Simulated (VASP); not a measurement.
## CdF2: relaxation of cell and atoms with PBEsol

CdF2:

```xyz
3
Lattice="0.0000 2.6921 2.6921 2.6921 0.0000 2.6921 2.6921 2.6921 0.0000" Properties=species:S:1:pos:R:3 pbc="T T T"
Cd    0.0000    0.0000    0.0000
F     1.3461    1.3461    1.3461
F     4.0382    4.0382    4.0382
```

```json
{
 "Program": "VASP 6.6.1",
 "Task": "relaxation of cell and atoms",
 "Functional": "PBEsol",
 "Potentials or basis": "VASP PAW PBE potentials, release 64 (Cd, F)",
 "Cutoff": "600 eV",
 "k mesh": "6 × 6 × 6",
 "Occupations": "gaussian, width 0.01 eV",
 "Spin": "no spin polarisation",
 "Target pressure": "15 GPa",
 "Dipole correction": "no",
 "Further INCAR settings": "ALGO = Normal; EDIFF = 1e-06; IBRION = 2; EDIFFG = -0.002; NSW = 100; ISIF = 3"
}
```

```yaml
Relaxed_volume: 11.77 Å³/atom
Relaxed_cell: a = 3.682 Å, b = 3.682 Å, c = 3.682 Å, α = 60.00°, β = 60.00°, γ = 60.00°
Space_group_after_relaxing_to_0.1_Å: Fm-3m (No. 225)
Energy_change_on_relaxing_the_run_minimises_the_enthalpy: +55.0 meV/atom
Ionic_steps: 6
Pressure_after_relaxing: 15.0 GPa
Band_gap_on_the_k_mesh: 3.28 eV (least direct gap 3.59 eV)
```

Step by step:
```tsv
step	energy change (eV)	largest force (eV/Å)	pressure (GPa)	volume (Å³)
1	0.0000	0.0000	0.64	39.02
2	0.5124	0.0000	30.51	32.80
3	0.1627	0.0000	14.80	35.33
4	0.1694	0.0000	15.17	35.26
5	0.1640	0.0000	14.92	35.31
6	0.1651	0.0000	15.00	35.30
```

Final structure:
```yaml
crystal:
  lattice:
    - [0.00000, 2.60366, 2.60366]
    - [2.60366, 0.00000, 2.60366]
    - [2.60366, 2.60366, 0.00000]
  atoms:
    - { symbol: Cd, position: [0.00000, 0.00000, 0.00000] }
    - { symbol: F, position: [0.25000, 0.25000, 0.25000] }
    - { symbol: F, position: [0.75000, 0.75000, 0.75000] }
```

Levels at points of the mesh, in eV from the valence-band top:
| k point | band 11 | band 12 | band 13 | band 14 | band 15 | band 16 |
| --- | --- | --- | --- | --- | --- | --- |
| (0.00, 0.00, 0.00) | -0.32 | -0.32 | -0.32 | 3.28 | 12.97 | 12.97 |
| (0.50, 0.00, 0.00) | -2.29 | -0.28 | -0.28 | 7.86 | 9.28 | 15.23 |
| (0.50, 0.50, 0.00) | -0.71 | -0.08 | -0.08 | 8.73 | 10.05 | 11.88 |

It took 26 s on 1 thread of Intel(R) Xeon(R) 6975P-C (Granite Rapids) (shared host), peak memory 0.17 GiB.

Caveat: the cell is relaxed towards a set pressure, so the run minimises the enthalpy, not the energy; the PAW data sets were made with another functional, which shifts forces and pressure a little. A k mesh can miss the band edges.
